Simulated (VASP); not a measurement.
# WC in VASP: further runs, part 2 of 3

VASP 6.6.1. The steps go on from the part before.

## (3) Electric field gradients, PBEsol (volume scaled by 0.97)

Input file INCAR:

```
  PREC = Accurate
  ENCUT = 910
  EDIFF = 1E-8
  ISMEAR = -1
  SIGMA = 0.05
  LREAL = False
  LASPH = True
  NELM = 120
  ALGO = Normal
  ISIF = 2
  LWAVE = False
  LCHARG = False
  GGA = PS
  LEFG = True
  NBANDS = 16
  GGA_COMPAT = False
```

Input file KPOINTS:

```
Automatic mesh
0
Gamma
  13 13 12
```

Input file POSCAR:

```
WC
1.0
    2.8712014385      0.0000000000      0.0000000000
   -1.4356007192      2.4865333851      0.0000000000
    0.0000000000      0.0000000000      2.8004222886
W C
1 1
Direct
    0.0000000000      0.0000000000      0.0000000000
    0.6666666667      0.3333333333      0.5000000000
```

Potentials or basis: VASP PAW PBE potentials, release 64 (W_sv, C_h).

Launch:

```console
> cat potpaw_PBE.64/W_sv/POTCAR potpaw_PBE.64/C_h/POTCAR > POTCAR
> mpirun -np 1 vasp_std > vasp.out
```

OUTCAR:

```text
PREC = Accurate
   ENCUT = 910
   EDIFF = 1E-8
   ISMEAR = -1
   LREAL = False
   LASPH = True
   NELM = 120
   ISIF = 2
   GGA = PS

 ion  position               nearest neighbor table
   1  0.000  0.000  0.000-   2 2.17   2 2.17   2 2.17   2 2.17   2 2.17   2 2.17
   2  0.667  0.333  0.500-   1 2.17   1 2.17   1 2.17   1 2.17   1 2.17   1 2.17

  LATTYP: Found a hexagonal cell.
 ALAT       =     2.8712014385
 C/A-ratio  =     0.9753485949

  Lattice vectors:

 A1 = (   2.8712014385,   0.0000000000,   0.0000000000)
 A2 = (  -1.4356007192,   2.4865333851,   0.0000000000)
 A3 = (   0.0000000000,   0.0000000000,   2.8004222886)

Analysis of symmetry for initial positions (statically):
=====================================================================
 Subroutine PRICEL returns:
 Original cell was already a primitive cell.

 Routine SETGRP: Setting up the symmetry group for a
 hexagonal supercell.

 Subroutine GETGRP returns: Found 12 space group operations
 (whereof 12 operations were pure point group operations)
 out of a pool of 24 trial point group operations.

The static configuration has the point symmetry D_3h.

Analysis of symmetry for dynamics (positions and initial velocities):
=====================================================================
 Subroutine PRICEL returns:
 Original cell was already a primitive cell.

 Routine SETGRP: Setting up the symmetry group for a
 hexagonal supercell.

 Subroutine GETGRP returns: Found 12 space group operations
 (whereof 12 operations were pure point group operations)
 out of a pool of 24 trial point group operations.

The dynamic configuration has the point symmetry D_3h.

 Subroutine INISYM returns: Found 12 space group operations
 (whereof 12 operations are pure point group operations),
 and found     1 'primitive' translations

----------------------------------------------------------------------------------------

                                     Primitive cell

  volume of cell :      19.9932

  direct lattice vectors                    reciprocal lattice vectors
     2.871201438  0.000000000  0.000000000     0.348286256  0.201083164  0.000000000
    -1.435600719  2.486533385  0.000000000     0.000000000  0.402166328  0.000000000
     0.000000000  0.000000000  2.800422289     0.000000000  0.000000000  0.357089002

  length of vectors
     2.871201438  2.871201438  2.800422289     0.402166328  0.402166328  0.357089002

  position of ions in fractional coordinates (direct lattice)
     0.000000000  0.000000000  0.000000000
     0.666666667  0.333333333  0.500000000

  ion indices of the primitive-cell ions
   primitive index   ion index
                 1           1
                 2           2

----------------------------------------------------------------------------------------

 KPOINTS: Automatic mesh

Automatic generation of k-mesh.
[... 66 lines left out ...]
   EDIFF  = 0.1E-07   stopping-criterion for ELM
   LREAL  =      F    real-space projection
   EDIFFG = 0.1E-06   stopping-criterion for IOM
   NSW    =      0    number of steps for IOM
   IBRION =     -1    ionic relax: 0-MD 1-quasi-New 2-CG
   NFREE  =      0    steps in history (QN), initial steepest desc. (CG)
   ISIF   =      2    stress and relaxation
   ISYM   =      2    0-nonsym 1-usesym 2-fastsym
   POTIM  = 0.5000    time-step for ionic-motion
   TEBEG  =    0.0;   TEEND  =   0.0 temperature during run
   PSTRESS=    0.0 pullay stress
   NELECT =      18.0000    total number of electrons
   NUPDOWN=      -1.0000    fix difference up-down
   EMIN   =  10.00;   EMAX   =-10.00  energy-range for DOS
   EFERMI =   0.00;   METHOD = LEGACY
   ISMEAR =    -1;   SIGMA  =   0.05  broadening in eV -4-tet -1-fermi 0-gaus
   EFERMI_NEDOS =   21; number of points for ismear=-14 and -15
   IALGO  =     38    algorithm
   IMIX   =      4    mixing-type and parameters
     AMIX     =   0.40;   BMIX     =  1.00
     AMIX_MAG =   1.60;   BMIX_MAG =  1.00
  volume/ion in A,a.u.               =      10.00        67.46
  Fermi-wavevector in a.u.,A,eV,Ry     =   1.580781  2.987244 33.999191  2.498870
  Thomas-Fermi vector in A             =   2.680957
   LORBIT       =      0    0 simple, 1 ext, 2 COOP (PROOUT), +10 PAW based schemes
   GGA     = PS    functional components
   LHFCALC =     F    Hartree Fock is set to
   AEXX    =    0.0000 exact exchange contribution
   IVDW    =     0    specifies the selected vdW correction
   LEPSILON=     F    determine dielectric tensor
   LRPA    =     F    only Hartree local field effects (RPA)
 non-spin polarized calculation
  energy-cutoff  :      910.00
  volume of cell :       19.99
 maximum number of plane-waves:      1274
   NGX = 15   NGY = 15   NGZ = 13

 number of electron      17.9999999 magnetization

 Free energy of the ion-electron system (eV)
  ---------------------------------------------------
  ext. energy  EPLUGINS =         0.00000000
  ---------------------------------------------------
  free energy    TOTEN  =       -23.88123995 eV

  energy without entropy =      -23.87879315  energy(sigma->0) =      -23.88001655

 E-fermi :  11.8348     XC(G=0): -14.1749

 val. band max:       11.8059671788   @ k =   0.0769   0.0769   0.5000
 cond. band min:      11.8465623410   @ k =   0.4615   0.0769   0.4167
 fundamental gap:      0.0405951622
 Fermi energy:        11.8347844120

 k-point     1 :       0.0000    0.0000    0.0000
  band No.  band energies     occupation
      1     -62.0363      2.00000
      2     -26.0208      2.00000
      3     -25.9072      2.00000
      4     -25.9072      2.00000
      5      -2.9002      2.00000
      6       7.2694      2.00000
[... 433 lines left out ...]
      3     -26.0514      2.00000
      4     -25.9498      2.00000
      5      -2.1030      2.00000
      6       7.1000      2.00000
[... 8 lines left out ...]
     15      25.6584      0.00000
     16      30.0368      0.00000

 [... further k-points ...]
[... 5 lines left out ...]
  --------------------------------------------------------------------------------------
  -------------------------------------------------------------------------------------
  Total        1.6349357      1.6349357      1.8698478      0.0000000     -0.0000000     -0.0000000
  in kB      131.0176377    131.0176377    149.8426217      0.0000000     -0.0000000     -0.0000000
  external PRESSURE =     137.2926323 kB  Pullay stress =       0.0000000 kB

 VOLUME and BASIS-vectors are now :
 -----------------------------------------------------------------------------
  energy-cutoff  :      910.00
  volume of cell :       19.99
      direct lattice vectors                 reciprocal lattice vectors
     2.871201438  0.000000000  0.000000000     0.348286256  0.201083164  0.000000000
    -1.435600719  2.486533385  0.000000000     0.000000000  0.402166328  0.000000000
     0.000000000  0.000000000  2.800422289     0.000000000  0.000000000  0.357089002

 POSITION                                       TOTAL-FORCE (eV/Angst)
 -----------------------------------------------------------------------------------
      0.00000      0.00000      0.00000        -0.000000      0.000000      0.000000
      1.43560      0.82884      1.40021         0.000000      0.000000      0.000000
 -----------------------------------------------------------------------------------
    total drift:                                0.000000     -0.000000      0.000000

  FREE ENERGIE OF THE ION-ELECTRON SYSTEM (eV)
  ---------------------------------------------------
  free  energy   TOTEN  =       -23.8812399531 eV

  energy  without entropy=      -23.8787931500  energy(sigma->0) =      -23.88001655

 Electric field gradients (V/A^2)
---------------------------------------------------------------------
 ion       V_xx      V_yy      V_zz      V_xy      V_xz      V_yz
---------------------------------------------------------------------
   1      80.110    80.110  -160.220     0.000     0.000     0.000
   2      -0.196    -0.196     0.392    -0.000    -0.000    -0.000
---------------------------------------------------------------------

 Electric field gradients after diagonalization (V/A^2)
 (convention: |V_zz| > |V_xx| > |V_yy|)
----------------------------------------------------------------------
 ion       V_xx      V_yy      V_zz     asymmetry (V_yy - V_xx)/ V_zz
----------------------------------------------------------------------
   1      80.110    80.110  -160.220       0.000
   2      -0.196    -0.196     0.392       0.000
----------------------------------------------------------------------

           NMR quadrupolar parameters

 Cq : quadrupolar parameter    Cq=e*Q*V_zz/h
 eta: asymmetry parameters     (V_yy - V_xx)/ V_zz
 Q  : nuclear electric quadrupole moment in mb (millibarn)
----------------------------------------------------------------------
 ion       Cq(MHz)       eta       Q (mb)
----------------------------------------------------------------------
   1      -0.387       0.000       1.000
   2       0.001       0.000       1.000
----------------------------------------------------------------------
```

Wall time 34 s (1 thread of Intel Xeon 6975P-C (Granite Rapids), shared host); peak memory 0.24 GiB.

What came out:

```
Free energy            : -23.8812 eV
Pressure               : 13.7 GPa
Band gap on the k mesh : zero (band 9 reaches 12.49 eV, above the bottom of band 10 at 11.17 eV)
```

Electric field gradients, principal values (V/Å²):
```
atom   least  middle  greatest (by size)
 1 W  80.110  80.110            -160.220
 2 C  -0.196  -0.196               0.392
```

Caveat: the cell differs from its parent crystal (volume scaled by 0.97); the cutoff is under 1.25 times the usual one of these potentials, so pressure, stress and relaxed cells hold a basis-set (Pulay) error; without QUAD_EFG the Cq values of the log hold for a quadrupole moment of 1 mb, not for the nuclei; the PAW data sets were made with another functional, which shifts forces and pressure a little; spin-orbit coupling is left out, which moves the levels of the heavy elements.

## (4) Electric field gradients, PBEsol

This run uses another cell than the first one, of 10.31 Å³/atom, 0.961 times its volume.

Input file INCAR:

```
  ALGO = Normal
  EDIFF = 1E-8
  ENCUT = 910
  GGA = PS
  GGA_COMPAT = False
  ISIF = 2
  ISMEAR = -1
  LASPH = True
  LCHARG = False
  LEFG = True
  LREAL = False
  LWAVE = False
  NBANDS = 16
  NELM = 120
  PREC = Accurate
  SIGMA = 0.05
```

Input file KPOINTS:

```
k-points
0
Gamma
  13 13 12
```

Input file POSCAR:

```
WC
1.0
    2.9005014360      0.0000000000      0.0000000000
   -1.4502507180      2.5119079273      0.0000000000
    0.0000000000      0.0000000000      2.8290000000
W C
1 1
Direct
    0.0000000000      0.0000000000      0.0000000000
    0.6666666667      0.3333333333      0.5000000000
```

Potentials or basis: VASP PAW PBE potentials, release 64 (W_sv, C_h).

Launch:

```console
> cat potpaw_PBE.64/W_sv/POTCAR potpaw_PBE.64/C_h/POTCAR > POTCAR
> mpirun -np 1 vasp_std > vasp.out
```

OUTCAR:

```text
EDIFF = 1E-8
   ENCUT = 910
   GGA = PS
   ISIF = 2
   ISMEAR = -1
   LASPH = True
   LREAL = False
   NELM = 120
   PREC = Accurate

 ion  position               nearest neighbor table
   1  0.000  0.000  0.000-   2 2.19   2 2.19   2 2.19   2 2.19   2 2.19   2 2.19
   2  0.667  0.333  0.500-   1 2.19   1 2.19   1 2.19   1 2.19   1 2.19   1 2.19

  LATTYP: Found a hexagonal cell.
 ALAT       =     2.9005014360
 C/A-ratio  =     0.9753485949

  Lattice vectors:

 A1 = (   2.9005014360,   0.0000000000,   0.0000000000)
 A2 = (  -1.4502507180,   2.5119079273,   0.0000000000)
 A3 = (   0.0000000000,   0.0000000000,   2.8290000000)

Analysis of symmetry for initial positions (statically):
=====================================================================
 Subroutine PRICEL returns:
 Original cell was already a primitive cell.

 Routine SETGRP: Setting up the symmetry group for a
 hexagonal supercell.

 Subroutine GETGRP returns: Found 12 space group operations
 (whereof 12 operations were pure point group operations)
 out of a pool of 24 trial point group operations.

The static configuration has the point symmetry D_3h.

Analysis of symmetry for dynamics (positions and initial velocities):
=====================================================================
 Subroutine PRICEL returns:
 Original cell was already a primitive cell.

 Routine SETGRP: Setting up the symmetry group for a
 hexagonal supercell.

 Subroutine GETGRP returns: Found 12 space group operations
 (whereof 12 operations were pure point group operations)
 out of a pool of 24 trial point group operations.

[... 151 lines left out ...]
 cond. band min:      11.4142583125   @ k =   0.4615  -0.0000   0.4167
 fundamental gap:      0.0499567048
 Fermi energy:        11.3725022962

 k-point     1 :       0.0000    0.0000    0.0000
  band No.  band energies     occupation
      1     -62.5550      2.00000
      2     -26.5396      2.00000
      3     -26.4374      2.00000
      4     -26.4374      2.00000
      5      -3.1174      2.00000
      6       6.9958      2.00000
[... 433 lines left out ...]
      3     -26.5671      2.00000
      4     -26.4756      2.00000
      5      -2.3517      2.00000
      6       6.8124      2.00000
[... 8 lines left out ...]
     15      24.9788      0.00000
     16      29.2733      0.00000

 [... further k-points ...]
[... 5 lines left out ...]
  --------------------------------------------------------------------------------------
  -------------------------------------------------------------------------------------
  Total        0.0500754      0.0500754      0.0301581      0.0000000      0.0000000      0.0000000
  in kB        3.8924694      3.8924694      2.3442558      0.0000000      0.0000000      0.0000000
  external PRESSURE =       3.3763982 kB  Pullay stress =       0.0000000 kB

 VOLUME and BASIS-vectors are now :
 -----------------------------------------------------------------------------
  energy-cutoff  :      910.00
  volume of cell :       20.61
      direct lattice vectors                 reciprocal lattice vectors
     2.900501436  0.000000000  0.000000000     0.344767973  0.199051882  0.000000000
    -1.450250718  2.511907927  0.000000000     0.000000000  0.398103764  0.000000000
     0.000000000  0.000000000  2.829000000     0.000000000  0.000000000  0.353481796

 POSITION                                       TOTAL-FORCE (eV/Angst)
 -----------------------------------------------------------------------------------
      0.00000      0.00000      0.00000        -0.000000      0.000000      0.000000
      1.45025      0.83730      1.41450         0.000000      0.000000      0.000000
 -----------------------------------------------------------------------------------
    total drift:                               -0.000000      0.000000      0.000000

  FREE ENERGIE OF THE ION-ELECTRON SYSTEM (eV)
  ---------------------------------------------------
  free  energy   TOTEN  =       -23.9081672677 eV

  energy  without entropy=      -23.9054181689  energy(sigma->0) =      -23.90679272

 Electric field gradients (V/A^2)
---------------------------------------------------------------------
 ion       V_xx      V_yy      V_zz      V_xy      V_xz      V_yz
---------------------------------------------------------------------
   1      73.648    73.648  -147.297    -0.000     0.000    -0.000
   2      -0.102    -0.102     0.204     0.000    -0.000    -0.000
---------------------------------------------------------------------

 Electric field gradients after diagonalization (V/A^2)
 (convention: |V_zz| > |V_xx| > |V_yy|)
----------------------------------------------------------------------
 ion       V_xx      V_yy      V_zz     asymmetry (V_yy - V_xx)/ V_zz
----------------------------------------------------------------------
   1      73.649    73.648  -147.297       0.000
   2      -0.102    -0.102     0.204       0.001
----------------------------------------------------------------------

           NMR quadrupolar parameters

 Cq : quadrupolar parameter    Cq=e*Q*V_zz/h
 eta: asymmetry parameters     (V_yy - V_xx)/ V_zz
 Q  : nuclear electric quadrupole moment in mb (millibarn)
----------------------------------------------------------------------
 ion       Cq(MHz)       eta       Q (mb)
----------------------------------------------------------------------
   1      -0.356       0.000       1.000
   2       0.000       0.001       1.000
----------------------------------------------------------------------
```

Run time: 55 s. Hardware: 1 thread of Intel Xeon Platinum 8559C (Emerald Rapids), shared host; peak memory 0.25 GiB.

What came out:

| Property | Result |
| --- | --- |
| Free energy | -23.9082 eV |
| Pressure | 0.3 GPa |
| Band gap on the k mesh | zero (band 9 reaches 12.03 eV, above the bottom of band 10 at 10.76 eV) |

Stress tensor (GPa, compression positive):
```
0.39 0.00 0.00
0.00 0.39 0.00
0.00 0.00 0.23
```

Electric field gradients, principal values (V/Å²):
```tsv
atom	least	middle	greatest (by size)
1 W	73.648	73.649	-147.297
2 C	-0.102	-0.102	0.204
```

Caveat: the cutoff is under 1.25 times the usual one of these potentials, so pressure, stress and relaxed cells hold a basis-set (Pulay) error; without QUAD_EFG the Cq values of the log hold for a quadrupole moment of 1 mb, not for the nuclei; the PAW data sets were made with another functional, which shifts forces and pressure a little; spin-orbit coupling is left out, which moves the levels of the heavy elements.

[end of part 2 of 3]
